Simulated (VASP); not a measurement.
# Ru (P6_3/mmc) in VASP: notebook, part 2 of 2

VASP 6.6.1. The steps go on from the part before.

## 4. Single point, PBE (13.76 Å³/atom)

Contents of INCAR:

```
SYSTEM = Ru
PREC = Accurate
ENCUT = 520
EDIFF = 1E-6
ISMEAR = 0
SIGMA = 0.15
LREAL = .FALSE.
LASPH = .TRUE.
NELM = 80
ALGO = Fast
ISIF = 2
LWAVE = .FALSE.
LCHARG = .FALSE.
GGA = PE
NBANDS = 21
```

Contents of KPOINTS:

```
regular mesh
0
G
  21 21 12
  0 0 0
```

Contents of POSCAR:

```
Ru
1.0
    2.8320295672      0.0000000000      0.0000000000
   -1.4160147836      2.4526095494      0.0000000000
    0.0000000000      0.0000000000      3.9628589733
Ru
2
Direct
    0.3333333333      0.6666666667      0.2500000000
    0.6666666667      0.3333333333      0.7500000000
```

Potentials or basis: VASP PAW PBE potentials, release 64 (Ru_pv).

Started as:

```
cat potpaw_PBE.64/Ru_pv/POTCAR > POTCAR
mpirun -np 1 vasp_std > vasp.out
```

OUTCAR:

```text
SYSTEM = Ru
   PREC = Accurate
   ENCUT = 520
   EDIFF = 1E-6
   ISMEAR = 0
   LREAL = .FALSE.
   LASPH = .TRUE.
   NELM = 80
   ISIF = 2
   GGA = PE

 ion  position               nearest neighbor table
   1  0.333  0.667  0.250-   2 2.57   2 2.57   2 2.57   2 2.57   2 2.57   2 2.57
   2  0.667  0.333  0.750-   1 2.57   1 2.57   1 2.57   1 2.57   1 2.57   1 2.57

  LATTYP: Found a hexagonal cell.
 ALAT       =     2.8320295672
 C/A-ratio  =     1.3993000000

  Lattice vectors:

 A1 = (   2.8320295672,   0.0000000000,   0.0000000000)
 A2 = (  -1.4160147836,   2.4526095494,   0.0000000000)
 A3 = (   0.0000000000,   0.0000000000,   3.9628589733)

Analysis of symmetry for initial positions (statically):
=====================================================================
 Subroutine PRICEL returns:
 Original cell was already a primitive cell.

 Routine SETGRP: Setting up the symmetry group for a
 hexagonal supercell.

 Subroutine GETGRP returns: Found 24 space group operations
 (whereof 12 operations were pure point group operations)
 out of a pool of 24 trial point group operations.

The static configuration has the point symmetry D_3d.
 The point group associated with its full space group is D_6h.

Analysis of symmetry for dynamics (positions and initial velocities):
=====================================================================
 Subroutine PRICEL returns:
 Original cell was already a primitive cell.

 Routine SETGRP: Setting up the symmetry group for a
 hexagonal supercell.

 Subroutine GETGRP returns: Found 24 space group operations
 (whereof 12 operations were pure point group operations)
 out of a pool of 24 trial point group operations.

The dynamic configuration has the point symmetry D_3d.
 The point group associated with its full space group is D_6h.

 Subroutine INISYM returns: Found 24 space group operations
 (whereof 12 operations are pure point group operations),
 and found     1 'primitive' translations

----------------------------------------------------------------------------------------

                                     Primitive cell

  volume of cell :      27.5255

  direct lattice vectors                    reciprocal lattice vectors
     2.832029567  0.000000000  0.000000000     0.353103658  0.203864492  0.000000000
    -1.416014784  2.452609549  0.000000000     0.000000000  0.407728984  0.000000000
     0.000000000  0.000000000  3.962858973     0.000000000  0.000000000  0.252343070

  length of vectors
     2.832029567  2.832029567  3.962858973     0.407728984  0.407728984  0.252343070

  position of ions in fractional coordinates (direct lattice)
     0.333333333  0.666666667  0.250000000
     0.666666667  0.333333333  0.750000000

  ion indices of the primitive-cell ions
   primitive index   ion index
                 1           1
                 2           2

----------------------------------------------------------------------------------------

 KPOINTS: regular mesh

Automatic generation of k-mesh.
 Grid dimensions read from file:
 generate k-points for:   21   21   12

 Generating k-lattice:

  Cartesian coordinates                     Fractional coordinates (reciprocal lattice)
     0.016814460  0.009707833  0.000000000     0.047619048 -0.000000000  0.000000000
     0.000000000  0.019415666  0.000000000     0.000000000  0.047619048  0.000000000
     0.000000000  0.000000000  0.021028589     0.000000000  0.000000000  0.083333333

  Length of vectors
     0.019415666  0.019415666  0.021028589

  Shift w.r.t. Gamma in fractional coordinates (k-lattice)
     0.000000000  0.000000000  0.000000000

 Subroutine IBZKPT returns following result:
 ===========================================

 Found    336 irreducible k-points:

 Following reciprocal coordinates:
            Coordinates               Weight
  0.000000  0.000000  0.000000      1.000000
  0.047619  0.000000  0.000000      6.000000
  0.095238 -0.000000  0.000000      6.000000
  0.142857 -0.000000  0.000000      6.000000
  0.190476 -0.000000  0.000000      6.000000
  0.238095 -0.000000  0.000000      6.000000
[... 16 lines left out ...]
  0.142857  0.095238  0.000000     12.000000
  0.190476  0.095238  0.000000     12.000000
 [... further k-points ...]
   k-points           NKPTS =    336   k-points in BZ     NKDIM =    336   number of bands    NBANDS=     21
   number of dos      NEDOS =    301   number of ions     NIONS =      2
   total plane-waves  NPLWV =  17280
   dimension x,y,z NGX =    24 NGY =   24 NGZ =   30
   dimension x,y,z NGXF=    48 NGYF=   48 NGZF=   60
   ions per type =               2
   NGX,Y,Z   is equivalent  to a cutoff of  14.09, 14.09, 12.59 a.u.
   NGXF,Y,Z  is equivalent  to a cutoff of  28.18, 28.18, 25.17 a.u.
 SYSTEM =  Ru
   PREC   = accura    normal or accurate (medium, high low for compatibility)
   ISTART =      0    job   : 0-new  1-cont  2-samecut
   ICHARG =      2    charge: 1-file 2-atom 10-const
   ISPIN  =      1    spin polarized calculation?
   LNONCOLLINEAR =      F non collinear calculations
   LSORBIT =      F    spin-orbit coupling
   LASPH  =      T    aspherical Exc in radial PAW
   ENCUT  =  520.0 eV  38.22 Ry    6.18 a.u.   5.27  5.27  7.37*2*pi/ulx,y,z
   NELM   =     80;   NELMIN=  2; NELMDL= -5     # of ELM steps
   EDIFF  = 0.1E-05   stopping-criterion for ELM
   LREAL  =      F    real-space projection
[... 7 lines left out ...]
   TEBEG  =    0.0;   TEEND  =   0.0 temperature during run
   PSTRESS=    0.0 pullay stress
   NELECT =      28.0000    total number of electrons
   NUPDOWN=      -1.0000    fix difference up-down
   EMIN   =  10.00;   EMAX   =-10.00  energy-range for DOS
   EFERMI =   0.00;   METHOD = LEGACY
   ISMEAR =     0;   SIGMA  =   0.15  broadening in eV -4-tet -1-fermi 0-gaus
   EFERMI_NEDOS =   21; number of points for ismear=-14 and -15
   IALGO  =     68    algorithm
   IMIX   =      4    mixing-type and parameters
     AMIX     =   0.40;   BMIX     =  1.00
     AMIX_MAG =   1.60;   BMIX_MAG =  1.00
  volume/ion in A,a.u.               =      13.76        92.88
  Fermi-wavevector in a.u.,A,eV,Ry     =   1.646453  3.111344 36.882758  2.710806
  Thomas-Fermi vector in A             =   2.736078
   LORBIT       =      0    0 simple, 1 ext, 2 COOP (PROOUT), +10 PAW based schemes
   GGA     = PE    functional components
   LHFCALC =     F    Hartree Fock is set to
   AEXX    =    0.0000 exact exchange contribution
   IVDW    =     0    specifies the selected vdW correction
   LEPSILON=     F    determine dielectric tensor
   LRPA    =     F    only Hartree local field effects (RPA)
 non-spin polarized calculation
 RMM-DIIS sequential band-by-band and
 Gauss-broadening in eV      SIGMA  =   0.15
  energy-cutoff  :      520.00
  volume of cell :       27.53
 maximum number of plane-waves:       759
 NGX is ok and might be reduce to    24
   NGX = 11   NGY = 11   NGZ = 15

 number of electron      27.9999998 magnetization

 Free energy of the ion-electron system (eV)
  ---------------------------------------------------
  ext. energy  EPLUGINS =         0.00000000
  ---------------------------------------------------
  free energy    TOTEN  =       -18.13872685 eV

  energy without entropy =      -18.12149414  energy(sigma->0) =      -18.13011049

 E-fermi :  12.6532     XC(G=0): -14.0143

 val. band max:       12.6495758762   @ k =   0.1905  -0.0000   0.2500
 cond. band min:      12.6532722947   @ k =   0.2857   0.1905   0.2500
 fundamental gap:      0.0036964185
 Fermi energy:        12.6532003821

 k-point     1 :       0.0000    0.0000    0.0000
  band No.  band energies     occupation
      1     -31.1605      2.00000
      2     -30.2459      2.00000
      3     -30.2459      2.00000
      4     -29.9507      2.00000
      5     -29.9507      2.00000
      6     -29.8034      2.00000
[... 13 lines left out ...]
     20      24.4387      0.00000
     21      27.0282      0.00000

 k-point     2 :       0.0476    0.0000    0.0000
  band No.  band energies     occupation
      1     -31.1528      2.00000
      2     -30.2560      2.00000
      3     -30.2507      2.00000
      4     -29.9623      2.00000
      5     -29.9509      2.00000
      6     -29.8091      2.00000
[... 13 lines left out ...]
     20      24.4393      0.00000
     21      27.1363      0.00000
[... 487 lines left out ...]
      5     -29.9700      2.00000
      6     -29.9088      2.00000
[... 13 lines left out ...]
     20      23.0854      0.00000
     21      24.2923      0.00000

 k-point    24 :       0.1905    0.0952    0.0000
  band No.  band energies     occupation
      1     -30.9606      2.00000
      2     -30.4569      2.00000
      3     -30.3881      2.00000
      4     -30.1749      2.00000
      5     -29.9791      2.00000
      6     -29.9561      2.00000
[... 13 lines left out ...]
     20      24.1960      0.00000
     21      25.9429      0.00000

 [... further k-points ...]
[... 5 lines left out ...]
  --------------------------------------------------------------------------------------
  -------------------------------------------------------------------------------------
  Total       -1.5242427     -1.5242427      6.4167417      0.0000000     -0.0000000      0.0000000
  in kB      -88.7217048    -88.7217048    373.4997554      0.0000000     -0.0000000      0.0000000
  external PRESSURE =      65.3521153 kB  Pullay stress =       0.0000000 kB

 VOLUME and BASIS-vectors are now :
 -----------------------------------------------------------------------------
  energy-cutoff  :      520.00
  volume of cell :       27.53
      direct lattice vectors                 reciprocal lattice vectors
     2.832029567  0.000000000  0.000000000     0.353103658  0.203864492  0.000000000
    -1.416014784  2.452609549  0.000000000     0.000000000  0.407728984  0.000000000
     0.000000000  0.000000000  3.962858973     0.000000000  0.000000000  0.252343070

 POSITION                                       TOTAL-FORCE (eV/Angst)
 -----------------------------------------------------------------------------------
     -0.00000      1.63507      0.99071         0.000000      0.000000      0.000000
      1.41601      0.81754      2.97214         0.000000      0.000000      0.000000
 -----------------------------------------------------------------------------------
    total drift:                               -0.000000      0.000000     -0.000000

  FREE ENERGIE OF THE ION-ELECTRON SYSTEM (eV)
  ---------------------------------------------------
  free  energy   TOTEN  =       -18.1387268517 eV

  energy  without entropy=      -18.1214941356  energy(sigma->0) =      -18.13011049
```

stdout:

```text
POSCAR found type information on POSCAR Ru
 POSCAR found :  1 types and       2 ions
 scaLAPACK will be used
 LDA part: xc-table for (Slater+PW92), standard interpolation
 POSCAR, INCAR and KPOINTS ok, starting setup
 FFT: planning ... GRIDC
 FFT: planning ... GRID_SOFT
 FFT: planning ... GRID
 WAVECAR not read
 entering main loop
```

Wall time 3.9 min (1 thread of Intel Xeon 8259CL, shared host); peak memory 0.27 GiB.

What came out:

| Property | Result |
| --- | --- |
| Free energy | -18.1387 eV |
| Pressure | 6.5 GPa |
| Band gap on the k mesh | zero (bands 14 and 15 overlap by 2.80 eV) |

Stress tensor (GPa, compression positive):
```
-8.87  0.00  0.00
 0.00 -8.87  0.00
 0.00  0.00 37.35
```

Caveat: the stress differs along the axes, from -9 to 37 GPa.

## 5. Single point, PBE (13.76 Å³/atom)

Contents of INCAR:

```
PREC = Accurate ; ENCUT = 520
EDIFF = 1E-6 ; ISMEAR = 0
SIGMA = 0.15 ; LREAL = False
LASPH = True ; NELM = 100
ALGO = Fast ; ISIF = 2
LWAVE = False ; LCHARG = False
GGA = PE ; NBANDS = 21
```

Contents of KPOINTS:

```
Automatic mesh
0
Gamma
  21 21 12
```

Contents of POSCAR:

```
Ru
1.0
    2.6120231598      0.0000000000      0.0000000000
   -1.3060115799      2.2620784117      0.0000000000
    0.0000000000      0.0000000000      4.6585433056
Ru
2
Direct
    0.3333333333      0.6666666667      0.2500000000
    0.6666666667      0.3333333333      0.7500000000
```

Started as:

```
cat potpaw_PBE.64/Ru_pv/POTCAR > POTCAR
mpirun -np 1 vasp_std > vasp.out
```

It took 3.8 min on 1 thread of Intel Xeon 8259CL, shared host; peak memory 0.26 GiB.

It converged, with:

```
Free energy            : -18.0909 eV
Pressure               : 4.3 GPa
Band gap on the k mesh : zero (bands 14 and 15 overlap by 2.54 eV)
```

Stress tensor (GPa, compression positive):
```
 22.55   0.00   0.00
  0.00  22.55   0.00
  0.00   0.00 -32.19
```

Levels at points of the mesh, in eV from the Fermi level:
| k point | band 11 | band 12 | band 13 | band 14 | band 15 | band 16 | band 17 | band 18 |
| --- | --- | --- | --- | --- | --- | --- | --- | --- |
| (0.00, 0.00, 0.00) | -2.49 | -2.07 | -2.07 | -0.49 | -0.49 | 0.03 | 1.20 | 1.20 |
| (0.00, 0.00, 0.50) | -2.46 | -2.46 | -2.46 | -2.46 | 0.59 | 0.59 | 0.59 | 0.59 |

Caveat: the stress differs along the axes, from -32 to 23 GPa.

## 6. Single point, PBE (14.31 Å³/atom)

This run uses another cell than the first one, of 14.31 Å³/atom.

Contents of INCAR:

```
PREC = Accurate
ENCUT = 520
EDIFF = 1E-6
ISMEAR = 0
SIGMA = 0.15
LREAL = False
LASPH = True
NELM = 60
ALGO = Fast
ISIF = 2
LWAVE = False
LCHARG = False
GGA = PE
NBANDS = 21
```

KPOINTS is that of step 5.

Contents of POSCAR:

```
Ru
1.0
    2.9279191434      0.0000000000      0.0000000000
   -1.4639595717      2.5356523584      0.0000000000
    0.0000000000      0.0000000000      3.8557767199
Ru
2
Direct
    0.3333333333      0.6666666667      0.2500000000
    0.6666666667      0.3333333333      0.7500000000
```

Potentials or basis: VASP PAW PBE potentials, release 64 (Ru_pv).

Started as:

```
cat potpaw_PBE.64/Ru_pv/POTCAR > POTCAR
mpirun -np 1 vasp_std > vasp.out
```

It took 3.5 min on 1 thread of Intel Xeon 8259CL, shared host; peak memory 0.27 GiB.

It converged, with:

| Property | Result |
| --- | --- |
| Free energy | -17.8074 eV |
| Pressure | 0.2 GPa |
| Band gap on the k mesh | zero (bands 14 and 15 overlap by 2.28 eV) |

Stress tensor (GPa, compression positive):
```
-17.09   0.00   0.00
  0.00 -17.09   0.00
  0.00   0.00  34.69
```

Levels at points of the mesh, in eV from the Fermi level:
```
           k point  band 12  band 13  band 14  band 15  band 16  band 17
(0.00, 0.00, 0.00)    -2.59    -1.66    -1.66    -0.77     1.06     1.06
(0.00, 0.00, 0.50)    -3.45    -1.61    -1.61     0.85     0.85     0.85
```

Caveat: the stress differs along the axes, from -17 to 35 GPa.

## 7. The runs side by side

| cell | further INCAR settings | gap on the mesh (eV) | pressure (GPa) |
| --- | --- | --- | --- |
| a = 2.775, b = 2.775, c = 4.126 Å, angles 90.0, 90.0, 120.0°, 2 atoms | ALGO = Fast; EDIFF = 1e-06; NBANDS = 21 | none | 2.1 |
| a = 2.890, b = 2.890, c = 3.806 Å, angles 90.0, 90.0, 120.0°, 2 atoms | ALGO = Fast; EDIFF = 1e-07; NBANDS = 21 | none | 12.6 |
| a = 2.832, b = 2.832, c = 3.963 Å, angles 90.0, 90.0, 120.0°, 2 atoms | ALGO = Fast; EDIFF = 1e-06; NBANDS = 21 | none | 6.5 |
| a = 2.612, b = 2.612, c = 4.659 Å, angles 90.0, 90.0, 120.0°, 2 atoms | ALGO = Fast; EDIFF = 1e-06; NBANDS = 21 | none | 4.3 |
| a = 2.928, b = 2.928, c = 3.856 Å, angles 90.0, 90.0, 120.0°, 2 atoms | ALGO = Fast; EDIFF = 1e-06; NBANDS = 21 | none | 0.2 |

Alike in all rows: task single point; level PBE; potentials or basis VASP PAW PBE potentials, release 64 (Ru_pv); no spin polarisation; k mesh 21 × 21 × 12; cutoff (eV) 520; smearing gaussian 0.15 eV.

Caveats: the stress differs along the axes, from -6 to 19 GPa (at least some runs); the stress differs along the axes, from -7 to 53 GPa (at least some runs); the stress differs along the axes, from -9 to 37 GPa (at least some runs); the stress differs along the axes, from -32 to 23 GPa (at least some runs); the stress differs along the axes, from -17 to 35 GPa (at least some runs).

Absolute energies hang on the potentials; compare differences alone.
